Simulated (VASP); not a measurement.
The system is Si7Sn.

```xyz
8
Lattice="-3.2528 3.2528 3.2528 3.2528 -3.2528 3.2528 3.2528 3.2528 -3.2528" Properties=species:S:1:pos:R:3 pbc="T T T"
Si    3.2528    0.0000    0.0000
Si    0.0000    0.0000    3.2528
Si    0.0000    3.2528    0.0000
Si    1.6264    1.6264   -1.6264
Si    1.6264   -1.6264    1.6264
Si   -1.6264    1.6264    1.6264
Si    1.6264    1.6264    1.6264
Sn    0.0000    0.0000    0.0000
```

| Item | Value |
| --- | --- |
| Program | VASP 6.6.1 |
| Task | relaxation of cell and atoms |
| Functional | PBE |
| Potentials or basis | VASP PAW PBE potentials, release 64 (Si, Sn_d) |
| Cutoff | 600 eV |
| k mesh | 8 × 8 × 8 |
| Occupations | gaussian, width 0.1 eV |
| Spin | no spin polarisation |

At the start: pressure -2.9 GPa; volume 17.21 Å³/atom.

Question: Where does the relaxation end?

Answer: Over 3 steps the energy falls by 6.2 meV/atom and the volume is 16.55 Å³/atom (-3.8 %); space group Im-3m (No. 229, to 0.05 Å).

Step by step:
```tsv
step	energy change (eV)	largest force (eV/Å)	pressure (GPa)	volume (Å³)
1	0.0000	0.0000	-2.90	137.67
2	-0.0478	0.0000	0.56	131.55
3	-0.0493	0.0000	0.00	132.42
```

Final structure:
```yaml
crystal:
  lattice:
    - [-3.21096, 3.21096, 3.21096]
    - [3.21096, -3.21096, 3.21096]
    - [3.21096, 3.21096, -3.21096]
  atoms:
    - { symbol: Si, position: [0.00000, 0.50000, 0.50000] }
    - { symbol: Si, position: [0.50000, 0.50000, 0.00000] }
    - { symbol: Si, position: [0.50000, 0.00000, 0.50000] }
    - { symbol: Si, position: [0.00000, 0.00000, 0.50000] }
    - { symbol: Si, position: [0.00000, 0.50000, 0.00000] }
    - { symbol: Si, position: [0.50000, 0.00000, 0.00000] }
    - { symbol: Si, position: [0.50000, 0.50000, 0.50000] }
    - { symbol: Sn, position: [0.00000, 0.00000, 0.00000] }
```
